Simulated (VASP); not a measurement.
Pt: single point with LDA

The system is Pt.

```
Pt
1.0
     0.00000    2.07465    1.64561
     2.07465    0.00000    1.64561
     2.07465    2.07465    0.00000
Pt
1
Direct
  0.00000 0.00000 0.00000
```

| Quantity | Value |
| --- | --- |
| Program | VASP 6.6.1 |
| Task | single point |
| Functional | LDA |
| Potentials or basis | VASP PAW LDA potentials, release 64 (Pt) |
| Cutoff | 520 eV |
| k mesh | 22 × 22 × 22 |
| Occupations | gaussian, width 0.15 eV |
| Spin | no spin polarisation |
| Dipole correction | no |
| Further INCAR settings | ALGO = Normal; EDIFF = 1e-06; NBANDS = 11 |

```
Pressure               : 17.8 GPa
Band gap on the k mesh : zero (bands 5 and 6 overlap by 2.60 eV)
```

Stress tensor (GPa, compression positive):
```
14.86  0.00  0.00
 0.00 14.86  0.00
 0.00  0.00 23.70
```

Levels at points of the mesh, in eV from the Fermi level:
| k point | band 2 | band 3 | band 4 | band 5 | band 6 | band 7 | band 8 | band 9 |
| --- | --- | --- | --- | --- | --- | --- | --- | --- |
| (0.00, 0.00, 0.00) | -4.43 | -4.43 | -3.37 | -2.05 | -0.75 | 15.63 | 17.80 | 17.80 |
| (0.50, 0.00, 0.00) | -5.41 | -2.30 | -0.57 | -0.35 | 1.06 | 6.92 | 13.58 | 17.62 |
| (0.50, 0.50, 0.00) | -7.22 | 0.39 | 0.74 | 0.74 | 5.58 | 9.08 | 9.08 | 13.72 |
| (0.50, 0.00, 0.50) | -6.58 | -0.51 | -0.34 | 0.46 | 1.36 | 8.02 | 12.50 | 14.82 |

Wall time 110 s on 1 thread of Intel Xeon 8259CL, with other jobs on the host, peak memory 0.24 GiB.

Caveat: the stress differs along the axes, from 15 to 24 GPa; spin-orbit coupling is left out, which moves the levels of the heavy elements.
